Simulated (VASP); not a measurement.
A run of VASP 6.6.1:

The input INCAR:

```
SYSTEM = YSb
ALGO = Normal ; EDIFF = 1E-7
ENCUT = 520 ; ISIF = 2
ISMEAR = -1 ; LASPH = .TRUE.
LCHARG = .FALSE. ; LREAL = .FALSE.
LWAVE = .FALSE. ; NBANDS = 15
NELM = 100 ; PREC = Accurate
SIGMA = 0.1
```

Contents of KPOINTS:

```
k-points
0
G
  12 12 12
  0 0 0
```

POSCAR

```
YSb
1.0
    0.0000000000      3.2167484018      3.2167484018
    3.2167484018      0.0000000000      3.2167484018
    3.2167484018      3.2167484018      0.0000000000
Y Sb
1 1
Direct
    0.0000000000      0.0000000000      0.0000000000
    0.2500000000      0.2500000000      0.2500000000
```

Potentials or basis: VASP PAW LDA potentials, release 64 (Y_sv, Sb).

Command:

```bash
$ cat potpaw_LDA.64/Y_sv/POTCAR potpaw_LDA.64/Sb/POTCAR > POTCAR
$ mpirun -np 1 vasp_std > vasp.out
```

Hardware: 1 thread of Intel Xeon 6975P-C, on a shared host.

Problem. Estimate the wall time of this run.

Solution. Run time: 2.1 min on 1 thread of Intel Xeon 6975P-C, with other jobs on the host, peak memory 0.24 GiB. Counts: scf iterations 16, k points 72.
